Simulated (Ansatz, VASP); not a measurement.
## Si in VASP and in Ansatz

Contents of INCAR:

```
SYSTEM = Si
ALGO = Normal
EDIFF = 1E-7
ENCUT = 520
GGA = PE
ISIF = 2
ISMEAR = 0
LASPH = .True.
LCHARG = .False.
LREAL = .False.
LWAVE = .False.
NBANDS = 11
NELM = 60
PREC = Accurate
SIGMA = 0.02
```

File KPOINTS:

```
k-points
0
Gamma
  8 8 8
  0 0 0
```

File POSCAR:

```
Si
1.0
    0.0000000000      2.7352985364      2.7352985364
    2.7352985364      0.0000000000      2.7352985364
    2.7352985364      2.7352985364      0.0000000000
Si
2
Direct
    0.0000000000      0.0000000000      0.0000000000
    0.2500000000      0.2500000000      0.2500000000
```

Input for Ansatz:

```yaml
crystal:
  lattice:
    - [0.0, 2.7352985364, 2.7352985364]
    - [2.7352985364, 0.0, 2.7352985364]
    - [2.7352985364, 2.7352985364, 0.0]
  atoms:
    - { symbol: Si, position: [0.0, 0.0, 0.0] }
    - { symbol: Si, position: [0.25, 0.25, 0.25] }
basis:
  ecutwfc: 420
kpoints:
  mp_grid: { grid: [8, 8, 8] }
  band_path:
    path:
      - [[0.0, 0.0, 0.0], [0.5, 0.0, 0.5], [0.625, 0.25, 0.625]]
      - [[0.375, 0.375, 0.75], [0.0, 0.0, 0.0], [0.5, 0.5, 0.5], [0.5, 0.25, 0.75], [0.5, 0.0, 0.5]]
    npoints: 14
hamiltonian:
  xc: pbe
scf:
  occupations: { method: gaussian, width: 0.02 }
  n_extra_bands: 6
output:
  forces: true
  stress: true
  eigenvalues: true
  populations: true
  dos: { projected: true, de: 0.02, nscf_kmesh: { grid: [12, 12, 12] } }
  bader: true
  write_density: true
  write_potential: true
  elf: true
  volumetric_format: npy
```

Alike in both runs: task single point; functional PBE; k mesh 8 × 8 × 8; occupations gaussian, width 0.02 eV; no spin polarisation.

|  | VASP | Ansatz |
| --- | --- | --- |
| version | VASP 6.6.1 | Ansatz 0.2.0 |
| potentials or method | VASP PAW PBE potentials, release 64 (Si), cutoff 520 eV | scalar-relativistic, plane waves, PAW |
| valence electrons in the cell | 8 | 8 |

|  | VASP | Ansatz | Ansatz less VASP |
| --- | --- | --- | --- |
| gap on the k mesh at the Fermi level (eV) | 0.65 | 0.65 | -0.003 |
| least direct gap on the mesh (eV) | 2.56 | 2.55 | -0.005 |
| pressure (GPa) | -0.1 | 0.0 | +0.08 |
